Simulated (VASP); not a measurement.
# Be in VASP: a series of runs

Be is run at these levels: PBEsol; tasks: single point.

All numbers are computed with VASP 6.6.1; they aren't measurements. Logs are shortened: lines on timing, memory, paths and dates and some standing lists are left out, and cuts for length are marked.

## (1) The cell of the first run

The structure is hexagonal, space group P6_3/mmc (No. 194). The conventional cell has a = 2.356 Å, b = 2.356 Å, c = 3.366 Å, α = 90.00°, β = 90.00°, γ = 120.00°. Within 2.9 Å of Be (site symmetry -6m2) lie 12 Be at 2.16 to 2.36 Å.

## (2) Single point, PBEsol (strained)

INCAR

```
PREC = Accurate
ENCUT = 520
EDIFF = 1E-7
ISMEAR = 0
SIGMA = 0.1
LREAL = F
LASPH = T
NELM = 80
ALGO = Normal
ISIF = 2
LWAVE = F
LCHARG = F
GGA = PS
NBANDS = 9
```

KPOINTS

```
regular mesh
0
Gamma
  21 21 12
```

POSCAR

```
Be
1.0
    2.3562306989      0.0000000000      0.0000000000
   -1.1781153495      2.0405556424      0.0000000000
    0.0000000000      0.0000000000      3.3656532030
Be
2
Direct
    0.3333333333      0.6666666667      0.2500000000
    0.6666666667      0.3333333333      0.7500000000
```

Potentials or basis: VASP PAW PBE potentials, release 64 (Be).

Launch:

```console
$ cat potpaw_PBE.64/Be/POTCAR > POTCAR
$ mpirun -np 1 vasp_std > vasp.out
```

OUTCAR:

```text
PREC = Accurate
   ENCUT = 520
   EDIFF = 1E-7
   ISMEAR = 0
   LREAL = F
   LASPH = T
   NELM = 80
   ISIF = 2
   GGA = PS

 ion  position               nearest neighbor table
   1  0.333  0.667  0.250-   2 2.16   2 2.16   2 2.16   2 2.16   2 2.16   2 2.16
   2  0.667  0.333  0.750-   1 2.16   1 2.16   1 2.16   1 2.16   1 2.16   1 2.16

  LATTYP: Found a hexagonal cell.
 ALAT       =     2.3562306989
 C/A-ratio  =     1.4284056330

  Lattice vectors:

 A1 = (   2.3562306989,   0.0000000000,   0.0000000000)
 A2 = (  -1.1781153495,   2.0405556424,   0.0000000000)
 A3 = (   0.0000000000,   0.0000000000,   3.3656532030)

Analysis of symmetry for initial positions (statically):
=====================================================================
 Subroutine PRICEL returns:
 Original cell was already a primitive cell.

 Routine SETGRP: Setting up the symmetry group for a
 hexagonal supercell.

 Subroutine GETGRP returns: Found 24 space group operations
 (whereof 12 operations were pure point group operations)
 out of a pool of 24 trial point group operations.

The static configuration has the point symmetry D_3d.
 The point group associated with its full space group is D_6h.

Analysis of symmetry for dynamics (positions and initial velocities):
=====================================================================
 Subroutine PRICEL returns:
 Original cell was already a primitive cell.

 Routine SETGRP: Setting up the symmetry group for a
 hexagonal supercell.

 Subroutine GETGRP returns: Found 24 space group operations
 (whereof 12 operations were pure point group operations)
 out of a pool of 24 trial point group operations.

The dynamic configuration has the point symmetry D_3d.
 The point group associated with its full space group is D_6h.

 Subroutine INISYM returns: Found 24 space group operations
 (whereof 12 operations are pure point group operations),
 and found     1 'primitive' translations

----------------------------------------------------------------------------------------

                                     Primitive cell

  volume of cell :      16.1821

  direct lattice vectors                    reciprocal lattice vectors
     2.356230699  0.000000000  0.000000000     0.424406660  0.245031299  0.000000000
    -1.178115350  2.040555642  0.000000000     0.000000000  0.490062598  0.000000000
     0.000000000  0.000000000  3.365653203     0.000000000  0.000000000  0.297119144

  length of vectors
     2.356230699  2.356230699  3.365653203     0.490062598  0.490062598  0.297119144

  position of ions in fractional coordinates (direct lattice)
     0.333333333  0.666666667  0.250000000
     0.666666667  0.333333333  0.750000000

  ion indices of the primitive-cell ions
   primitive index   ion index
                 1           1
                 2           2

----------------------------------------------------------------------------------------

 KPOINTS: regular mesh

Automatic generation of k-mesh.
 Grid dimensions read from file:
 generate k-points for:   21   21   12

 Generating k-lattice:

  Cartesian coordinates                     Fractional coordinates (reciprocal lattice)
     0.020209841  0.011668157  0.000000000     0.047619048  0.000000000  0.000000000
     0.000000000  0.023336314  0.000000000     0.000000000  0.047619048  0.000000000
     0.000000000  0.000000000  0.024759929     0.000000000  0.000000000  0.083333333

  Length of vectors
     0.023336314  0.023336314  0.024759929

  Shift w.r.t. Gamma in fractional coordinates (k-lattice)
     0.000000000  0.000000000  0.000000000

 Subroutine IBZKPT returns following result:
 ===========================================

 Found    336 irreducible k-points:

 Following reciprocal coordinates:
            Coordinates               Weight
  0.000000  0.000000  0.000000      1.000000
  0.047619  0.000000  0.000000      6.000000
  0.095238  0.000000  0.000000      6.000000
  0.142857  0.000000  0.000000      6.000000
  0.190476  0.000000  0.000000      6.000000
  0.238095  0.000000  0.000000      6.000000
[... 16 lines left out ...]
  0.142857  0.095238  0.000000     12.000000
  0.190476  0.095238  0.000000     12.000000
 [... further k-points ...]
   k-points           NKPTS =    336   k-points in BZ     NKDIM =    336   number of bands    NBANDS=      9
   number of dos      NEDOS =    301   number of ions     NIONS =      2
   total plane-waves  NPLWV =   9072
   dimension x,y,z NGX =    18 NGY =   18 NGZ =   28
   dimension x,y,z NGXF=    36 NGYF=   36 NGZF=   56
   ions per type =               2
   NGX,Y,Z   is equivalent  to a cutoff of  12.70, 12.70, 13.83 a.u.
   NGXF,Y,Z  is equivalent  to a cutoff of  25.40, 25.40, 27.66 a.u.
 SYSTEM =  unknown system
   PREC   = accura    normal or accurate (medium, high low for compatibility)
   ISTART =      0    job   : 0-new  1-cont  2-samecut
   ICHARG =      2    charge: 1-file 2-atom 10-const
   ISPIN  =      1    spin polarized calculation?
   LNONCOLLINEAR =      F non collinear calculations
   LSORBIT =      F    spin-orbit coupling
   LASPH  =      T    aspherical Exc in radial PAW
   ENCUT  =  520.0 eV  38.22 Ry    6.18 a.u.   4.38  4.38  6.26*2*pi/ulx,y,z
   NELM   =     80;   NELMIN=  2; NELMDL= -5     # of ELM steps
   EDIFF  = 0.1E-06   stopping-criterion for ELM
   LREAL  =      F    real-space projection
   EDIFFG = 0.1E-05   stopping-criterion for IOM
   NSW    =      0    number of steps for IOM
   IBRION =     -1    ionic relax: 0-MD 1-quasi-New 2-CG
   NFREE  =      0    steps in history (QN), initial steepest desc. (CG)
   ISIF   =      2    stress and relaxation
   ISYM   =      2    0-nonsym 1-usesym 2-fastsym
   POTIM  = 0.5000    time-step for ionic-motion
   TEBEG  =    0.0;   TEEND  =   0.0 temperature during run
   PSTRESS=    0.0 pullay stress
   NELECT =       4.0000    total number of electrons
   NUPDOWN=      -1.0000    fix difference up-down
   EMIN   =  10.00;   EMAX   =-10.00  energy-range for DOS
   EFERMI =   0.00;   METHOD = LEGACY
   ISMEAR =     0;   SIGMA  =   0.10  broadening in eV -4-tet -1-fermi 0-gaus
   EFERMI_NEDOS =   21; number of points for ismear=-14 and -15
   IALGO  =     38    algorithm
   IMIX   =      4    mixing-type and parameters
     AMIX     =   0.40;   BMIX     =  1.00
     AMIX_MAG =   1.60;   BMIX_MAG =  1.00
  volume/ion in A,a.u.               =       8.09        54.60
  Fermi-wavevector in a.u.,A,eV,Ry     =   1.027424  1.941549 14.362305  1.055600
  Thomas-Fermi vector in A             =   2.161368
   LORBIT       =      0    0 simple, 1 ext, 2 COOP (PROOUT), +10 PAW based schemes
   GGA     = PS    functional components
   LHFCALC =     F    Hartree Fock is set to
   AEXX    =    0.0000 exact exchange contribution
   IVDW    =     0    specifies the selected vdW correction
   LEPSILON=     F    determine dielectric tensor
   LRPA    =     F    only Hartree local field effects (RPA)
 non-spin polarized calculation
 Gauss-broadening in eV      SIGMA  =   0.10
  energy-cutoff  :      520.00
  volume of cell :       16.18
 maximum number of plane-waves:       451
 NGX is ok and might be reduce to    18
   NGX =  9   NGY =  9   NGZ = 13

 number of electron       4.0000000 magnetization

 Free energy of the ion-electron system (eV)
  ---------------------------------------------------
  ext. energy  EPLUGINS =         0.00000000
  ---------------------------------------------------
  free energy    TOTEN  =        -7.89268424 eV

  energy without entropy =       -7.89189035  energy(sigma->0) =       -7.89228730

 E-fermi :   6.5642     XC(G=0): -10.5276

 val. band max:        6.5419243523   @ k =   0.2857   0.1429   0.0833
 cond. band min:       6.6747226909   @ k =   0.3333   0.0476   0.0000
 fundamental gap:      0.1327983386
 Fermi energy:         6.5641633847

 k-point     1 :       0.0000    0.0000    0.0000
  band No.  band energies     occupation
      1      -4.3845      2.00000
      2       3.4484      2.00000
      3       9.5736      0.00000
      4      20.6149      0.00000
      5      20.6149      0.00000
      6      23.9165      0.00000
      7      23.9165      0.00000
      8      28.7203      0.00000
      9      31.8814      0.00000

 k-point     2 :       0.0476    0.0000    0.0000
  band No.  band energies     occupation
      1      -4.3241      2.00000
      2       3.5266      2.00000
      3       9.5785      0.00000
      4      20.1323      0.00000
      5      20.2288      0.00000
      6      23.9705      0.00000
      7      24.2182      0.00000
      8      28.4568      0.00000
      9      31.0596      0.00000

 k-point     3 :       0.0952    0.0000    0.0000
  band No.  band energies     occupation
      1      -4.1425      2.00000
      2       3.7611      2.00000
      3       9.5866      0.00000
      4      18.9111      0.00000
      5      19.3896      0.00000
      6      24.0820      0.00000
      7      24.7583      0.00000
      8      27.6731      0.00000
      9      29.5901      0.00000

 k-point     4 :       0.1429    0.0000    0.0000
  band No.  band energies     occupation
      1      -3.8396      2.00000
      2       4.1511      2.00000
      3       9.5717      0.00000
      4      17.3490      0.00000
      5      18.4450      0.00000
      6      24.2001      0.00000
      7      25.1073      0.00000
      8      26.4022      0.00000
      9      27.8431      0.00000

 k-point     5 :       0.1905    0.0000    0.0000
  band No.  band energies     occupation
      1      -3.4152      2.00000
      2       4.6953      2.00000
      3       9.4678      0.00000
      4      15.7759      0.00000
      5      17.5343      0.00000
      6      24.2881      0.00000
      7      24.7367      0.00000
      8      25.1388      0.00000
      9      26.0394      0.00000

 k-point     6 :       0.2381    0.0000    0.0000
  band No.  band energies     occupation
      1      -2.8692      2.00000
      2       5.3915      2.00000
      3       9.1354      0.00000
      4      14.4830      0.00000
      5      16.7133      0.00000
      6      22.8264      0.00000
      7      23.8848      0.00000
      8      24.7635      0.00000
      9      24.9315      0.00000
[... 169 lines left out ...]
 k-point    21 :       0.4762    0.0476    0.0000
  band No.  band energies     occupation
      1       1.6145      2.00000
      2       3.3433      2.00000
      3      10.7377      0.00000
      4      13.7494      0.00000
      5      13.7646      0.00000
      6      14.6821      0.00000
      7      18.0233      0.00000
      8      23.5788      0.00000
      9      25.2629      0.00000

 k-point    22 :       0.0952    0.0952    0.0000
  band No.  band energies     occupation
      1      -3.6576      2.00000
      2       4.3846      2.00000
      3       9.5645      0.00000
      4      16.8244      0.00000
      5      17.5560      0.00000
      6      24.4346      0.00000
      7      25.0285      0.00000
      8      25.8062      0.00000
      9      28.3396      0.00000

 k-point    23 :       0.1429    0.0952    0.0000
  band No.  band energies     occupation
      1      -3.2326      2.00000
      2       4.9280      2.00000
      3       9.4749      0.00000
      4      15.2888      0.00000
      5      16.7213      0.00000
      6      24.3598      0.00000
      7      24.4561      0.00000
      8      24.7707      0.00000
      9      27.3815      0.00000

 k-point    24 :       0.1905    0.0952    0.0000
  band No.  band energies     occupation
      1      -2.6856      2.00000
      2       5.6231      2.00000
      3       9.2012      0.00000
      4      13.8622      0.00000
      5      16.0234      0.00000
      6      22.6559      0.00000
      7      23.8841      0.00000
      8      24.4785      0.00000
      9      26.5005      0.00000

 [... further k-points ...]

------------------------ aborting loop because EDIFF is reached ----------------------------------------

  FORCE on cell =-STRESS in cart. coord.  units (eV):
  Direction    XX          YY          ZZ          XY          YZ          ZX
  --------------------------------------------------------------------------------------
  -------------------------------------------------------------------------------------
  Total       -1.0829828     -1.0829828      1.7711747      0.0000000     -0.0000000      0.0000000
  in kB     -107.2251181   -107.2251181    175.3623519      0.0000000     -0.0000000      0.0000000
  external PRESSURE =     -13.0292948 kB  Pullay stress =       0.0000000 kB

 VOLUME and BASIS-vectors are now :
 -----------------------------------------------------------------------------
  energy-cutoff  :      520.00
  volume of cell :       16.18
      direct lattice vectors                 reciprocal lattice vectors
     2.356230699  0.000000000  0.000000000     0.424406660  0.245031299  0.000000000
    -1.178115350  2.040555642  0.000000000     0.000000000  0.490062598  0.000000000
     0.000000000  0.000000000  3.365653203     0.000000000  0.000000000  0.297119144

 POSITION                                       TOTAL-FORCE (eV/Angst)
 -----------------------------------------------------------------------------------
     -0.00000      1.36037      0.84141         0.000000      0.000000      0.000000
      1.17812      0.68019      2.52424        -0.000000     -0.000000      0.000000
 -----------------------------------------------------------------------------------
    total drift:                                0.000000     -0.000000      0.000000

  FREE ENERGIE OF THE ION-ELECTRON SYSTEM (eV)
  ---------------------------------------------------
  free  energy   TOTEN  =        -7.8926842426 eV

  energy  without entropy=       -7.8918903548  energy(sigma->0) =       -7.89228730
```

Run time: 32 s. Hardware: 1 thread of AMD EPYC 7R43 (Zen 3), shared host; peak memory 0.12 GiB.

Results:

| Property | Result |
| --- | --- |
| Free energy | -7.8927 eV |
| Pressure | -1.3 GPa |
| Band gap on the k mesh | zero (bands 2 and 3 overlap by 2.72 eV) |

Caveat: the cell differs from its parent crystal (strained); the PAW data sets were made with another functional, which shifts forces and pressure a little.

## (3) Single point, PBEsol (strained and its atoms moved)

INCAR

```
SYSTEM = Be
PREC = Accurate
ENCUT = 520
EDIFF = 1E-7
ISMEAR = 0
SIGMA = 0.1
LREAL = .FALSE.
LASPH = .TRUE.
NELM = 80
ALGO = Normal
ISIF = 2
LWAVE = .FALSE.
LCHARG = .FALSE.
GGA = PS
NBANDS = 9
```

KPOINTS

```
regular mesh
0
G
  18 18 10
  0 0 0
```

POSCAR

```
Be
1.0
    2.3006517359     -0.0199366822      0.0218682639
   -1.1675915413      2.0223253753     -0.0000011970
    0.0342445590      0.0197689410      3.5127139590
Be
2
Direct
    0.3551661159      0.6775830580      0.2385174092
    0.6448338841      0.3224169420      0.7614825908
```

Potentials or basis: VASP PAW PBE potentials, release 64 (Be).

Launch:

```console
$ cat potpaw_PBE.64/Be/POTCAR > POTCAR
$ mpirun -np 1 vasp_std > vasp.out
```

Run time: 2.3 min. Hardware: 1 thread of AMD EPYC 7R43 (Zen 3), shared host; peak memory 0.18 GiB.

Results (log left out):

```yaml
Free_energy: -7.9284 eV
Pressure: -2.8 GPa
Largest_force: 0.748 eV/Å
Band_gap_on_the_k_mesh: zero (bands 2 and 3 overlap by 2.25 eV)
```

Forces on the atoms (eV/Å):
```
Be  -0.224 -0.130  0.702
Be   0.224  0.130 -0.702
```

Stress tensor (GPa, compression positive):
```
-7.38 -0.78 -3.54
-0.78 -6.48 -2.04
-3.54 -2.04  5.56
```

Levels at points of the mesh, in eV from the Fermi level:
| k point | band 1 | band 2 | band 3 | band 4 | band 5 |
| --- | --- | --- | --- | --- | --- |
| (0.00, 0.00, 0.00) | -11.21 | -4.01 | 1.60 | 14.38 | 15.43 |
| (0.50, 0.00, 0.00) | -5.10 | -2.80 | 3.51 | 6.59 | 7.03 |
| (0.00, 0.50, 0.00) | -5.05 | -3.50 | 3.66 | 6.22 | 7.27 |
| (0.00, 0.00, 0.50) | -9.13 | -8.80 | 10.82 | 12.27 | 15.92 |
| (0.50, 0.00, 0.50) | -3.68 | -3.10 | 1.15 | 1.52 | 10.43 |
| (0.00, 0.50, 0.50) | -3.77 | -3.73 | 1.25 | 1.58 | 11.18 |

Caveat: the cell differs from its parent crystal (strained and its atoms moved); the PAW data sets were made with another functional, which shifts forces and pressure a little.
